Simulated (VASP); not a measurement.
# SnTe (Fm-3m) in VASP: single point with PBEsol

Aim: the single point of SnTe with PBEsol.

Program: VASP 6.6.1. These are calculated values, not measurements. Logs are shortened: lines on timing, memory, paths and dates and some standing lists are left out, and cuts for length are marked.

### Step 1. The cell of the first run

The structure is cubic, space group Fm-3m (No. 225). Conventional cell: a = 6.302 Å, b = 6.302 Å, c = 6.302 Å, α = 90.00°, β = 90.00°, γ = 90.00°. Within 4.1 Å of Sn (site symmetry m-3m) lie 6 Te at 3.15 Å. Te (site symmetry m-3m) has 6 Sn at 3.15 Å within 4.1 Å.

### Step 2. Single point, PBEsol

INCAR

```
SYSTEM = SnTe
PREC = Accurate
ENCUT = 500
EDIFF = 1E-6
ISMEAR = 0
SIGMA = 0.01
LREAL = .False.
LASPH = .True.
NELM = 120
ALGO = Normal
ISIF = 2
LWAVE = .False.
LCHARG = .True.
GGA = PS
LELF = .True.
LVHAR = .True.
NBANDS = 17
GGA_COMPAT = .False.
```

KPOINTS

```
regular mesh
0
Gamma
  3 3 3
  0 0 0
```

POSCAR

```
SnTe
1.0
    0.0000000000      3.1508500000      3.1508500000
    3.1508500000      0.0000000000      3.1508500000
    3.1508500000      3.1508500000      0.0000000000
Sn Te
1 1
Direct
    0.0000000000      0.0000000000      0.0000000000
    0.5000000000      0.5000000000      0.5000000000
```

Potentials or basis: VASP PAW PBE potentials, release 64 (Sn_d, Te).

Run with:

```bash
$ cat potpaw_PBE.64/Sn_d/POTCAR potpaw_PBE.64/Te/POTCAR > POTCAR
$ mpirun -np 1 vasp_std > vasp.out
```

OUTCAR:

```text
SYSTEM = SnTe
   PREC = Accurate
   ENCUT = 500
   EDIFF = 1E-6
   ISMEAR = 0
   LREAL = .False.
   LASPH = .True.
   NELM = 120
   ISIF = 2
   GGA = PS

 ion  position               nearest neighbor table
   1  0.000  0.000  0.000-   2 3.15   2 3.15   2 3.15   2 3.15   2 3.15   2 3.15
   2  0.500  0.500  0.500-   1 3.15   1 3.15   1 3.15   1 3.15   1 3.15   1 3.15

  LATTYP: Found a face centered cubic cell.
 ALAT       =     6.3017000000

  Lattice vectors:

 A1 = (   0.0000000000,   3.1508500000,   3.1508500000)
 A2 = (   3.1508500000,   0.0000000000,   3.1508500000)
 A3 = (   3.1508500000,   3.1508500000,   0.0000000000)

Analysis of symmetry for initial positions (statically):
=====================================================================
 Subroutine PRICEL returns:
 Original cell was already a primitive cell.

 Routine SETGRP: Setting up the symmetry group for a
 face centered cubic supercell.

 Subroutine GETGRP returns: Found 48 space group operations
 (whereof 48 operations were pure point group operations)
 out of a pool of 48 trial point group operations.

The static configuration has the point symmetry O_h .

Analysis of symmetry for dynamics (positions and initial velocities):
=====================================================================
 Subroutine PRICEL returns:
 Original cell was already a primitive cell.

 Routine SETGRP: Setting up the symmetry group for a
 face centered cubic supercell.

 Subroutine GETGRP returns: Found 48 space group operations
 (whereof 48 operations were pure point group operations)
 out of a pool of 48 trial point group operations.

The dynamic configuration has the point symmetry O_h .

 Subroutine INISYM returns: Found 48 space group operations
 (whereof 48 operations are pure point group operations),
 and found     1 'primitive' translations

----------------------------------------------------------------------------------------

                                     Primitive cell

  volume of cell :      62.5624

  direct lattice vectors                    reciprocal lattice vectors
     0.000000000  3.150850000  3.150850000    -0.158687338  0.158687338  0.158687338
     3.150850000  0.000000000  3.150850000     0.158687338 -0.158687338  0.158687338
     3.150850000  3.150850000  0.000000000     0.158687338  0.158687338 -0.158687338

  length of vectors
     4.455974803  4.455974803  4.455974803     0.274854533  0.274854533  0.274854533

  position of ions in fractional coordinates (direct lattice)
     0.000000000  0.000000000  0.000000000
     0.500000000  0.500000000  0.500000000

  ion indices of the primitive-cell ions
   primitive index   ion index
                 1           1
                 2           2

----------------------------------------------------------------------------------------

 KPOINTS: regular mesh

Automatic generation of k-mesh.
 Grid dimensions read from file:
 generate k-points for:    3    3    3

 Generating k-lattice:

  Cartesian coordinates                     Fractional coordinates (reciprocal lattice)
    -0.052895779  0.052895779  0.052895779     0.333333333  0.000000000  0.000000000
     0.052895779 -0.052895779  0.052895779     0.000000000  0.333333333  0.000000000
     0.052895779  0.052895779 -0.052895779     0.000000000  0.000000000  0.333333333

  Length of vectors
     0.091618178  0.091618178  0.091618178

  Shift w.r.t. Gamma in fractional coordinates (k-lattice)
     0.000000000  0.000000000  0.000000000

 Subroutine IBZKPT returns following result:
 ===========================================

 Found      4 irreducible k-points:

 Following reciprocal coordinates:
            Coordinates               Weight
  0.000000  0.000000  0.000000      1.000000
  0.333333  0.000000  0.000000      8.000000
  0.333333  0.333333  0.000000      6.000000
 -0.333333  0.333333  0.000000     12.000000
   k-points           NKPTS =      4   k-points in BZ     NKDIM =      4   number of bands    NBANDS=     17
   number of dos      NEDOS =    301   number of ions     NIONS =      2
   total plane-waves  NPLWV =  32768
   dimension x,y,z NGX =    32 NGY =   32 NGZ =   32
   dimension x,y,z NGXF=    64 NGYF=   64 NGZF=   64
   ions per type =               1   1
   NGX,Y,Z   is equivalent  to a cutoff of  11.94, 11.94, 11.94 a.u.
   NGXF,Y,Z  is equivalent  to a cutoff of  23.88, 23.88, 23.88 a.u.
 SYSTEM =  SnTe
   PREC   = accura    normal or accurate (medium, high low for compatibility)
   ISTART =      0    job   : 0-new  1-cont  2-samecut
   ICHARG =      2    charge: 1-file 2-atom 10-const
   ISPIN  =      1    spin polarized calculation?
   LNONCOLLINEAR =      F non collinear calculations
   LSORBIT =      F    spin-orbit coupling
   LASPH  =      T    aspherical Exc in radial PAW
   ENCUT  =  500.0 eV  36.75 Ry    6.06 a.u.   8.12  8.12  8.12*2*pi/ulx,y,z
   NELM   =    120;   NELMIN=  2; NELMDL= -5     # of ELM steps
   EDIFF  = 0.1E-05   stopping-criterion for ELM
   LREAL  =      F    real-space projection
   EDIFFG = 0.1E-04   stopping-criterion for IOM
   NSW    =      0    number of steps for IOM
   IBRION =     -1    ionic relax: 0-MD 1-quasi-New 2-CG
   NFREE  =      0    steps in history (QN), initial steepest desc. (CG)
   ISIF   =      2    stress and relaxation
   ISYM   =      2    0-nonsym 1-usesym 2-fastsym
   POTIM  = 0.5000    time-step for ionic-motion
   TEBEG  =    0.0;   TEEND  =   0.0 temperature during run
   PSTRESS=    0.0 pullay stress
   NELECT =      20.0000    total number of electrons
   NUPDOWN=      -1.0000    fix difference up-down
   EMIN   =  10.00;   EMAX   =-10.00  energy-range for DOS
   EFERMI =   0.00;   METHOD = LEGACY
   ISMEAR =     0;   SIGMA  =   0.01  broadening in eV -4-tet -1-fermi 0-gaus
   EFERMI_NEDOS =   21; number of points for ismear=-14 and -15
   IALGO  =     38    algorithm
   IMIX   =      4    mixing-type and parameters
     AMIX     =   0.40;   BMIX     =  1.00
     AMIX_MAG =   1.60;   BMIX_MAG =  1.00
  volume/ion in A,a.u.               =      31.28       211.10
  Fermi-wavevector in a.u.,A,eV,Ry     =   1.119387  2.115336 17.048485  1.253028
  Thomas-Fermi vector in A             =   2.256026
   LORBIT       =      0    0 simple, 1 ext, 2 COOP (PROOUT), +10 PAW based schemes
   GGA     = PS    functional components
   LHFCALC =     F    Hartree Fock is set to
   AEXX    =    0.0000 exact exchange contribution
   IVDW    =     0    specifies the selected vdW correction
   LEPSILON=     F    determine dielectric tensor
   LRPA    =     F    only Hartree local field effects (RPA)
 non-spin polarized calculation
 Gauss-broadening in eV      SIGMA  =   0.01
  energy-cutoff  :      500.00
  volume of cell :       62.56
 maximum number of plane-waves:      1639
   NGX = 17   NGY = 17   NGZ = 17

 number of electron      20.0000011 magnetization

 Free energy of the ion-electron system (eV)
  ---------------------------------------------------
  ext. energy  EPLUGINS =         0.00000000
  ---------------------------------------------------
  free energy    TOTEN  =        -8.43549760 eV

  energy without entropy =       -8.43549760  energy(sigma->0) =       -8.43549760

 E-fermi :   6.2380     XC(G=0):  -9.6638

 val. band max:        6.1649580783   @ k =   0.3333   0.0000   0.0000
 cond. band min:       7.7281750736   @ k =   0.3333   0.0000   0.0000
 fundamental gap:      1.5632169954
 Fermi energy:         6.2380030132

 k-point     1 :       0.0000    0.0000    0.0000
  band No.  band energies     occupation
      1     -15.0140      2.00000
      2     -15.0140      2.00000
      3     -15.0057      2.00000
      4     -15.0057      2.00000
      5     -15.0057      2.00000
      6      -6.0299      2.00000
      7       2.0773      2.00000
      8       4.6595      2.00000
      9       4.6595      2.00000
     10       4.6595      2.00000
     11      10.1252      0.00000
     12      10.1252      0.00000
     13      10.1252      0.00000
     14      11.5103      0.00000
     15      11.5103      0.00000
     16      11.5103      0.00000
     17      13.4799      0.00000

 k-point     2 :       0.3333    0.0000    0.0000
  band No.  band energies     occupation
      1     -15.0177      2.00000
      2     -15.0177      2.00000
      3     -15.0045      2.00000
      4     -15.0006      2.00000
      5     -15.0006      2.00000
      6      -5.1941      2.00000
      7      -0.7097      2.00000
      8       4.8567      2.00000
      9       4.8567      2.00000
     10       6.1650      2.00000
     11       7.7282      0.00000
     12       7.7282      0.00000
     13       7.7602      0.00000
     14      12.5832      0.00000
     15      13.5993      0.00000
     16      13.5993      0.00000
     17      17.3973      0.00000

 k-point     3 :       0.3333    0.3333    0.0000
  band No.  band energies     occupation
      1     -15.0268      2.00000
      2     -15.0103      2.00000
      3     -15.0086      2.00000
      4     -14.9975      2.00000
      5     -14.9975      2.00000
      6      -4.9515      2.00000
      7       0.1087      2.00000
      8       3.1430      2.00000
      9       3.3718      2.00000
     10       3.3718      2.00000
     11       9.2607      0.00000
     12      10.6142      0.00000
     13      11.1076      0.00000
     14      11.1076      0.00000
     15      14.8995      0.00000
     16      15.7116      0.00000
     17      16.0277      0.00000

 k-point     4 :      -0.3333    0.3333    0.0000
  band No.  band energies     occupation
      1     -15.0245      2.00000
      2     -15.0149      2.00000
      3     -15.0035      2.00000
      4     -14.9992      2.00000
      5     -14.9972      2.00000
      6      -4.4605      2.00000
      7      -0.9225      2.00000
      8       1.8909      2.00000
      9       3.9085      2.00000
     10       4.5869      2.00000
     11       8.9901      0.00000
     12       9.2837      0.00000
     13      11.8336      0.00000
     14      11.9156      0.00000
     15      14.0339      0.00000
     16      14.4133      0.00000
     17      16.7296      0.00000

------------------------ aborting loop because EDIFF is reached ----------------------------------------

  FORCE on cell =-STRESS in cart. coord.  units (eV):
  Direction    XX          YY          ZZ          XY          YZ          ZX
  --------------------------------------------------------------------------------------
  -------------------------------------------------------------------------------------
  Total       -0.1448691     -0.1448691     -0.1448691     -0.0000000     -0.0000000     -0.0000000
  in kB       -3.7099942     -3.7099942     -3.7099942     -0.0000000     -0.0000000     -0.0000000
  external PRESSURE =      -3.7099942 kB  Pullay stress =       0.0000000 kB

 VOLUME and BASIS-vectors are now :
 -----------------------------------------------------------------------------
  energy-cutoff  :      500.00
  volume of cell :       62.56
      direct lattice vectors                 reciprocal lattice vectors
     0.000000000  3.150850000  3.150850000    -0.158687338  0.158687338  0.158687338
     3.150850000  0.000000000  3.150850000     0.158687338 -0.158687338  0.158687338
     3.150850000  3.150850000  0.000000000     0.158687338  0.158687338 -0.158687338

 POSITION                                       TOTAL-FORCE (eV/Angst)
 -----------------------------------------------------------------------------------
      0.00000      0.00000      0.00000         0.000000      0.000000     -0.000000
      3.15085      3.15085      3.15085         0.000000      0.000000      0.000000
 -----------------------------------------------------------------------------------
    total drift:                                0.000000     -0.000000     -0.000000

  FREE ENERGIE OF THE ION-ELECTRON SYSTEM (eV)
  ---------------------------------------------------
  free  energy   TOTEN  =        -8.4354976023 eV

  energy  without entropy=       -8.4354976023  energy(sigma->0) =       -8.43549760
```

Wall time 9.8 s (1 thread of Intel Xeon 8259CL, shared host); peak memory 0.17 GiB.

Results:

```
Free energy : -8.4355 eV
Pressure    : -0.4 GPa
```

Levels at points of the mesh, in eV from the Fermi level:
```tsv
k point	band 6	band 7	band 8	band 9	band 10	band 11	band 12	band 13	band 14	band 15
(0.00, 0.00, 0.00)	-12.27	-4.16	-1.58	-1.58	-1.58	3.89	3.89	3.89	5.27	5.27
```

Caveat: the k points lie up to 0.58 Å⁻¹ apart; this odd mesh misses L, where the gap lies, so gap, dielectric constants and Born charges aren't listed; the PAW data sets were made with another functional, which shifts forces and pressure a little; spin-orbit coupling is left out, which moves the levels of the heavy elements.
